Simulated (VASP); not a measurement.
A run of VASP 6.6.1 is set up as follows.

INCAR

```
PREC = Accurate
ENCUT = 500
EDIFF = 1E-6
ISMEAR = 0
SIGMA = 0.2
LREAL = F
LASPH = T
NELM = 120
ALGO = Normal
ISIF = 2
LWAVE = F
LCHARG = T
GGA = PE
LELF = T
LVHAR = T
NBANDS = 16
GGA_COMPAT = F
```

File KPOINTS:

```
regular mesh
0
Gamma
  7 7 3
```

POSCAR

```
InP
1.0
    2.8251853639      0.0000000000      0.0000000000
    0.0000000000      2.8251853639      0.0000000000
    0.0000000000      0.0000000000      5.5178415447
In P
1 1
Direct
    0.5000000000      0.5000000000      0.3228521827
    0.5000000000      0.5000000000      0.8229832373
```

Potentials or basis: VASP PAW PBE potentials, release 64 (In_d, P).

Run with:

```bash
$ cat potpaw_PBE.64/In_d/POTCAR potpaw_PBE.64/P/POTCAR > POTCAR
$ mpirun -np 1 vasp_std > vasp.out
```

Q: Estimate the band gap on the k mesh.

A: Zero (band 9 reaches 10.50 eV, above the bottom of band 10 at 6.10 eV).

Q: Predict the pressure.

A: 0.0 GPa.

Forces in eV/Å, atoms in the order of the input:
```
In   0.000  0.000  0.003
P    0.000  0.000 -0.003
```

Caveat: the k points lie up to 0.38 Å⁻¹ apart; spin-orbit coupling is left out, which moves the levels of the heavy elements.
